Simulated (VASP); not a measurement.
# Sc (P6_3/mmc) in VASP: further runs

Sc is run at these levels: PBEsol; tasks: single point.

Everything below comes from runs of VASP 6.6.1. Logs are shortened: lines on timing, memory, paths and dates and some standing lists are left out, and cuts for length are marked.

### 1 The cell of the first run

It takes space group P6_3/mmc (No. 194, hexagonal). Conventional cell: a = 3.279 Å, b = 3.279 Å, c = 5.312 Å, α = 90.00°, β = 90.00°, γ = 120.00°. Sc (site symmetry -6m2) has 12 Sc at 3.26 to 3.28 Å within 4.3 Å.

### 2 Single point, PBEsol

Input file INCAR:

```
SYSTEM = Sc
ALGO     = Normal         ! electronic algorithm
EDIFF    = 1E-6           ! SCF threshold, eV
ENCUT    = 500            ! plane-wave cutoff, eV
GGA      = PS             ! functional
GGA_COMPAT= .False.      
ISIF     = 2              ! what is computed and relaxed
ISMEAR   = -1             ! smearing method
LASPH    = .True.         ! aspherical terms in the spheres
LCHARG   = .False.        ! write CHGCAR
LREAL    = .False.        ! projectors in reciprocal space
LWAVE    = .False.        ! write WAVECAR
NBANDS   = 18             ! bands
NELM     = 120            ! most SCF steps
PREC     = Accurate       ! precision mode
SIGMA    = 0.0816         ! smearing width, eV
```

Input file KPOINTS:

```
k-points
0
Gamma
  9 9 5
  0 0 0
```

Input file POSCAR:

```
Sc
1.0
    3.2791370533      0.0000000000      0.0000000000
   -1.6395685267      2.8398159907      0.0000000000
    0.0000000000      0.0000000000      5.3122020264
Sc
2
Direct
    0.3333333330      0.6666666670      0.2500000000
    0.6666666670      0.3333333330      0.7500000000
```

Potentials or basis: VASP PAW PBE potentials, release 64 (Sc_sv).

On the command line:

```sh
cat potpaw_PBE.64/Sc_sv/POTCAR > POTCAR
mpirun -np 1 vasp_std > vasp.out
```

OUTCAR:

```text
SYSTEM = Sc
   EDIFF = 1E-6
   ENCUT = 500
   GGA = PS
   ISIF = 2
   ISMEAR = -1
   LASPH = .True.
   LREAL = .False.
   NELM = 120
   PREC = Accurate

 ion  position               nearest neighbor table
   1  0.333  0.667  0.250-   2 3.26   2 3.26   2 3.26   2 3.26   2 3.26   2 3.26
   2  0.667  0.333  0.750-   1 3.26   1 3.26   1 3.26   1 3.26   1 3.26   1 3.26

  LATTYP: Found a hexagonal cell.
 ALAT       =     3.2791370533
 C/A-ratio  =     1.6200000000

  Lattice vectors:

 A1 = (   3.2791370533,   0.0000000000,   0.0000000000)
 A2 = (  -1.6395685267,   2.8398159907,   0.0000000000)
 A3 = (   0.0000000000,   0.0000000000,   5.3122020264)

Analysis of symmetry for initial positions (statically):
=====================================================================
 Subroutine PRICEL returns:
 Original cell was already a primitive cell.

 Routine SETGRP: Setting up the symmetry group for a
 hexagonal supercell.

 Subroutine GETGRP returns: Found 24 space group operations
 (whereof 12 operations were pure point group operations)
 out of a pool of 24 trial point group operations.

The static configuration has the point symmetry D_3d.
 The point group associated with its full space group is D_6h.

Analysis of symmetry for dynamics (positions and initial velocities):
=====================================================================
 Subroutine PRICEL returns:
 Original cell was already a primitive cell.

 Routine SETGRP: Setting up the symmetry group for a
 hexagonal supercell.

 Subroutine GETGRP returns: Found 24 space group operations
 (whereof 12 operations were pure point group operations)
 out of a pool of 24 trial point group operations.

The dynamic configuration has the point symmetry D_3d.
 The point group associated with its full space group is D_6h.

 Subroutine INISYM returns: Found 24 space group operations
 (whereof 12 operations are pure point group operations),
 and found     1 'primitive' translations

----------------------------------------------------------------------------------------

                                     Primitive cell

  volume of cell :      49.4680

  direct lattice vectors                    reciprocal lattice vectors
     3.279137053  0.000000000  0.000000000     0.304958281  0.176067746  0.000000000
    -1.639568527  2.839815991  0.000000000     0.000000000  0.352135492  0.000000000
     0.000000000  0.000000000  5.312202026     0.000000000  0.000000000  0.188245853

  length of vectors
     3.279137053  3.279137053  5.312202026     0.352135492  0.352135492  0.188245853

  position of ions in fractional coordinates (direct lattice)
     0.333333333  0.666666667  0.250000000
     0.666666667  0.333333333  0.750000000

  ion indices of the primitive-cell ions
   primitive index   ion index
                 1           1
                 2           2

----------------------------------------------------------------------------------------

 KPOINTS: k-points

Automatic generation of k-mesh.
 Grid dimensions read from file:
 generate k-points for:    9    9    5

 Generating k-lattice:

  Cartesian coordinates                     Fractional coordinates (reciprocal lattice)
     0.033884253  0.019563083  0.000000000     0.111111111  0.000000000  0.000000000
     0.000000000  0.039126166  0.000000000     0.000000000  0.111111111  0.000000000
     0.000000000  0.000000000  0.037649171     0.000000000  0.000000000  0.200000000

  Length of vectors
     0.039126166  0.039126166  0.037649171

  Shift w.r.t. Gamma in fractional coordinates (k-lattice)
     0.000000000  0.000000000  0.000000000

 Subroutine IBZKPT returns following result:
 ===========================================

 Found     36 irreducible k-points:

 Following reciprocal coordinates:
            Coordinates               Weight
  0.000000  0.000000  0.000000      1.000000
  0.111111 -0.000000  0.000000      6.000000
  0.222222  0.000000  0.000000      6.000000
  0.333333 -0.000000  0.000000      6.000000
  0.444444  0.000000  0.000000      6.000000
  0.111111  0.111111  0.000000      6.000000
[... 16 lines left out ...]
  0.333333  0.222222  0.200000     24.000000
  0.333333  0.333333  0.200000      4.000000
 [... further k-points ...]
   k-points           NKPTS =     36   k-points in BZ     NKDIM =     36   number of bands    NBANDS=     18
   number of dos      NEDOS =    301   number of ions     NIONS =      2
   total plane-waves  NPLWV =  23040
   dimension x,y,z NGX =    24 NGY =   24 NGZ =   40
   dimension x,y,z NGXF=    48 NGYF=   48 NGZF=   80
   ions per type =               2
   NGX,Y,Z   is equivalent  to a cutoff of  12.17, 12.17, 12.52 a.u.
   NGXF,Y,Z  is equivalent  to a cutoff of  24.34, 24.34, 25.04 a.u.
 SYSTEM =  Sc
   PREC   = accura    normal or accurate (medium, high low for compatibility)
   ISTART =      0    job   : 0-new  1-cont  2-samecut
   ICHARG =      2    charge: 1-file 2-atom 10-const
   ISPIN  =      1    spin polarized calculation?
   LNONCOLLINEAR =      F non collinear calculations
   LSORBIT =      F    spin-orbit coupling
   LASPH  =      T    aspherical Exc in radial PAW
   ENCUT  =  500.0 eV  36.75 Ry    6.06 a.u.   5.98  5.98  9.69*2*pi/ulx,y,z
   NELM   =    120;   NELMIN=  2; NELMDL= -5     # of ELM steps
   EDIFF  = 0.1E-05   stopping-criterion for ELM
   LREAL  =      F    real-space projection
   EDIFFG = 0.1E-04   stopping-criterion for IOM
   NSW    =      0    number of steps for IOM
   IBRION =     -1    ionic relax: 0-MD 1-quasi-New 2-CG
   NFREE  =      0    steps in history (QN), initial steepest desc. (CG)
   ISIF   =      2    stress and relaxation
   ISYM   =      2    0-nonsym 1-usesym 2-fastsym
   POTIM  = 0.5000    time-step for ionic-motion
   TEBEG  =    0.0;   TEEND  =   0.0 temperature during run
   PSTRESS=    0.0 pullay stress
   NELECT =      22.0000    total number of electrons
   NUPDOWN=      -1.0000    fix difference up-down
   EMIN   =  10.00;   EMAX   =-10.00  energy-range for DOS
   EFERMI =   0.00;   METHOD = LEGACY
   ISMEAR =    -1;   SIGMA  =   0.08  broadening in eV -4-tet -1-fermi 0-gaus
   EFERMI_NEDOS =   21; number of points for ismear=-14 and -15
   IALGO  =     38    algorithm
   IMIX   =      4    mixing-type and parameters
     AMIX     =   0.40;   BMIX     =  1.00
     AMIX_MAG =   1.60;   BMIX_MAG =  1.00
  volume/ion in A,a.u.               =      24.73       166.91
  Fermi-wavevector in a.u.,A,eV,Ry     =   1.249609  2.361419 21.245818  1.561524
  Thomas-Fermi vector in A             =   2.383642
   LORBIT       =      0    0 simple, 1 ext, 2 COOP (PROOUT), +10 PAW based schemes
   GGA     = PS    functional components
   LHFCALC =     F    Hartree Fock is set to
   AEXX    =    0.0000 exact exchange contribution
   IVDW    =     0    specifies the selected vdW correction
   LEPSILON=     F    determine dielectric tensor
   LRPA    =     F    only Hartree local field effects (RPA)
 non-spin polarized calculation
  energy-cutoff  :      500.00
  volume of cell :       49.47
 maximum number of plane-waves:      1275
 NGX is ok and might be reduce to    24
   NGX = 11   NGY = 11   NGZ = 19

 number of electron      22.0000008 magnetization

 Free energy of the ion-electron system (eV)
  ---------------------------------------------------
  ext. energy  EPLUGINS =         0.00000000
  ---------------------------------------------------
  free energy    TOTEN  =       -13.22861398 eV

  energy without entropy =      -13.13885782  energy(sigma->0) =      -13.18373590

 E-fermi :   3.5617     XC(G=0):  -9.9763

 val. band max:        3.5608805321   @ k =   0.3333   0.1111   0.2000
 cond. band min:       3.5918251741   @ k =   0.4444   0.1111   0.4000
 fundamental gap:      0.0309446420
 Fermi energy:         3.5616901116

 k-point     1 :       0.0000    0.0000    0.0000
  band No.  band energies     occupation
      1     -45.6581      2.00000
      2     -45.5968      2.00000
      3     -24.5584      2.00000
      4     -24.2158      2.00000
      5     -24.2158      2.00000
      6     -24.1615      2.00000
[... 10 lines left out ...]
     17       6.0066      0.00000
     18       6.0066      0.00000

 k-point     2 :       0.1111   -0.0000    0.0000
  band No.  band energies     occupation
      1     -45.6521      2.00000
      2     -45.5940      2.00000
      3     -24.5427      2.00000
      4     -24.2502      2.00000
      5     -24.2267      2.00000
      6     -24.1970      2.00000
[... 10 lines left out ...]
     17       5.7897      0.00000
     18       5.8504      0.00000

 k-point     3 :       0.2222    0.0000    0.0000
  band No.  band energies     occupation
      1     -45.6361      2.00000
      2     -45.5874      2.00000
      3     -24.4995      2.00000
      4     -24.3379      2.00000
      5     -24.2844      2.00000
      6     -24.2533      2.00000
[... 10 lines left out ...]
     17       5.9412      0.00000
     18       6.2455      0.00000

 k-point     4 :       0.3333   -0.0000    0.0000
  band No.  band energies     occupation
      1     -45.6165      2.00000
      2     -45.5813      2.00000
      3     -24.4411      2.00000
      4     -24.4387      2.00000
      5     -24.3798      2.00000
      6     -24.2824      2.00000
[... 375 lines left out ...]
      4     -24.4392      2.00000
      5     -24.3437      2.00000
      6     -24.3214      2.00000
[... 10 lines left out ...]
     17       6.9580      0.00000
     18       7.2939      0.00000

 k-point    23 :       0.3333    0.2222    0.2000
  band No.  band energies     occupation
      1     -45.5924      2.00000
      2     -45.5812      2.00000
      3     -24.4817      2.00000
      4     -24.4464      2.00000
      5     -24.3760      2.00000
      6     -24.3155      2.00000
[... 10 lines left out ...]
     17       6.9587      0.00000
     18       7.4457      0.00000

 k-point    24 :       0.3333    0.3333    0.2000
  band No.  band energies     occupation
      1     -45.5846      2.00000
      2     -45.5846      2.00000
      3     -24.4406      2.00000
      4     -24.4319      2.00000
      5     -24.4319      2.00000
      6     -24.3417      2.00000
[... 10 lines left out ...]
     17       7.1359      0.00000
     18       7.1359      0.00000

 [... further k-points ...]
[... 5 lines left out ...]
  --------------------------------------------------------------------------------------
  -------------------------------------------------------------------------------------
  Total       -0.4009270     -0.4009270     -1.2290882      0.0000000     -0.0000000      0.0000000
  in kB      -12.9852852    -12.9852852    -39.8079011      0.0000000     -0.0000000      0.0000000
  external PRESSURE =     -21.9261572 kB  Pullay stress =       0.0000000 kB

 VOLUME and BASIS-vectors are now :
 -----------------------------------------------------------------------------
  energy-cutoff  :      500.00
  volume of cell :       49.47
      direct lattice vectors                 reciprocal lattice vectors
     3.279137053  0.000000000  0.000000000     0.304958281  0.176067746  0.000000000
    -1.639568527  2.839815991  0.000000000     0.000000000  0.352135492  0.000000000
     0.000000000  0.000000000  5.312202026     0.000000000  0.000000000  0.188245853

 POSITION                                       TOTAL-FORCE (eV/Angst)
 -----------------------------------------------------------------------------------
     -0.00000      1.89321      1.32805         0.000000      0.000000      0.000000
      1.63957      0.94661      3.98415        -0.000000     -0.000000      0.000000
 -----------------------------------------------------------------------------------
    total drift:                               -0.000001      0.000000     -0.000000

  FREE ENERGIE OF THE ION-ELECTRON SYSTEM (eV)
  ---------------------------------------------------
  free  energy   TOTEN  =       -13.2286139822 eV

  energy  without entropy=      -13.1388578165  energy(sigma->0) =      -13.18373590
```

Run time: 28 s. Hardware: 1 thread of Intel Xeon 8259CL, shared host; peak memory 0.17 GiB.

What came out:

```
Free energy            : -13.2286 eV
Pressure               : -2.2 GPa
Band gap on the k mesh : zero (bands 11 and 12 overlap by 1.06 eV)
```

Caveat: the PAW data sets were made with another functional, which shifts forces and pressure a little.

### 3 Single point, PBEsol

Input file INCAR:

```
PREC = Accurate
ENCUT = 500
EDIFF = 1E-6
ISMEAR = -1
SIGMA = 0.0816
LREAL = False
LASPH = True
NELM = 120
ALGO = Normal
ISIF = 2
LWAVE = False
LCHARG = False
GGA = PS
NBANDS = 18
GGA_COMPAT = False
```

Input file KPOINTS:

```
Automatic mesh
0
Gamma
  9 9 5
```

POSCAR is that of step 2.

Potentials or basis: VASP PAW PBE potentials, release 64 (Sc_sv).

On the command line:

```sh
cat potpaw_PBE.64/Sc_sv/POTCAR > POTCAR
mpirun -np 1 vasp_std > vasp.out
```

OUTCAR:

```text
PREC = Accurate
   ENCUT = 500
   EDIFF = 1E-6
   ISMEAR = -1
   LREAL = False
   LASPH = True
   NELM = 120
   ISIF = 2
   GGA = PS

 ion  position               nearest neighbor table
   1  0.333  0.667  0.250-   2 3.26   2 3.26   2 3.26   2 3.26   2 3.26   2 3.26
   2  0.667  0.333  0.750-   1 3.26   1 3.26   1 3.26   1 3.26   1 3.26   1 3.26

  LATTYP: Found a hexagonal cell.
 ALAT       =     3.2791370533
 C/A-ratio  =     1.6200000000

  Lattice vectors:

 A1 = (   3.2791370533,   0.0000000000,   0.0000000000)
 A2 = (  -1.6395685267,   2.8398159907,   0.0000000000)
 A3 = (   0.0000000000,   0.0000000000,   5.3122020264)

Analysis of symmetry for initial positions (statically):
=====================================================================
 Subroutine PRICEL returns:
 Original cell was already a primitive cell.

 Routine SETGRP: Setting up the symmetry group for a
 hexagonal supercell.

 Subroutine GETGRP returns: Found 24 space group operations
 (whereof 12 operations were pure point group operations)
[... 156 lines left out ...]
 number of electron      22.0000008 magnetization

 Free energy of the ion-electron system (eV)
  ---------------------------------------------------
  ext. energy  EPLUGINS =         0.00000000
  ---------------------------------------------------
  free energy    TOTEN  =       -13.22861398 eV

  energy without entropy =      -13.13885782  energy(sigma->0) =      -13.18373590

 E-fermi :   3.5617     XC(G=0):  -9.9763

 val. band max:        3.5608805321   @ k =   0.3333   0.1111   0.2000
 cond. band min:       3.5918251741   @ k =   0.4444   0.1111   0.4000
 fundamental gap:      0.0309446420
 Fermi energy:         3.5616901116

 k-point     1 :       0.0000    0.0000    0.0000
  band No.  band energies     occupation
      1     -45.6581      2.00000
      2     -45.5968      2.00000
      3     -24.5584      2.00000
      4     -24.2158      2.00000
      5     -24.2158      2.00000
      6     -24.1615      2.00000
[... 481 lines left out ...]
      5     -24.4319      2.00000
      6     -24.3417      2.00000
[... 10 lines left out ...]
     17       7.1359      0.00000
     18       7.1359      0.00000

 [... further k-points ...]
[... 5 lines left out ...]
  --------------------------------------------------------------------------------------
  -------------------------------------------------------------------------------------
  Total       -0.4009270     -0.4009270     -1.2290882      0.0000000     -0.0000000      0.0000000
  in kB      -12.9852852    -12.9852852    -39.8079011      0.0000000     -0.0000000      0.0000000
  external PRESSURE =     -21.9261572 kB  Pullay stress =       0.0000000 kB

 VOLUME and BASIS-vectors are now :
 -----------------------------------------------------------------------------
  energy-cutoff  :      500.00
  volume of cell :       49.47
      direct lattice vectors                 reciprocal lattice vectors
     3.279137053  0.000000000  0.000000000     0.304958281  0.176067746  0.000000000
    -1.639568527  2.839815991  0.000000000     0.000000000  0.352135492  0.000000000
     0.000000000  0.000000000  5.312202026     0.000000000  0.000000000  0.188245853

 POSITION                                       TOTAL-FORCE (eV/Angst)
 -----------------------------------------------------------------------------------
     -0.00000      1.89321      1.32805         0.000000      0.000000      0.000000
      1.63957      0.94661      3.98415        -0.000000     -0.000000      0.000000
 -----------------------------------------------------------------------------------
    total drift:                               -0.000001      0.000000     -0.000000

  FREE ENERGIE OF THE ION-ELECTRON SYSTEM (eV)
  ---------------------------------------------------
  free  energy   TOTEN  =       -13.2286139822 eV

  energy  without entropy=      -13.1388578165  energy(sigma->0) =      -13.18373590
```

stdout:

```text
POSCAR found type information on POSCAR Sc
 POSCAR found :  1 types and       2 ions
 scaLAPACK will be used
 -----------------------------------------------------------------------------
|                                                                             |
|                                                                             |
|     You enforced a specific xc type in the INCAR file but a different       |
|     I HOPE YOU KNOW WHAT YOU ARE DOING!                                     |
|                                                                             |
 -----------------------------------------------------------------------------

 LDA part: xc-table for (Slater+PW92), standard interpolation
 POSCAR, INCAR and KPOINTS ok, starting setup
 FFT: planning ... GRIDC
 FFT: planning ... GRID_SOFT
 FFT: planning ... GRID
 WAVECAR not read
 entering main loop
```

Wall time 29 s (1 thread of Intel Xeon 8259CL, shared host); peak memory 0.17 GiB.

Results:

```yaml
Free_energy: -13.2286 eV
Pressure: -2.2 GPa
Band_gap_on_the_k_mesh: zero (bands 11 and 12 overlap by 1.06 eV)
```

Caveat: the PAW data sets were made with another functional, which shifts forces and pressure a little.
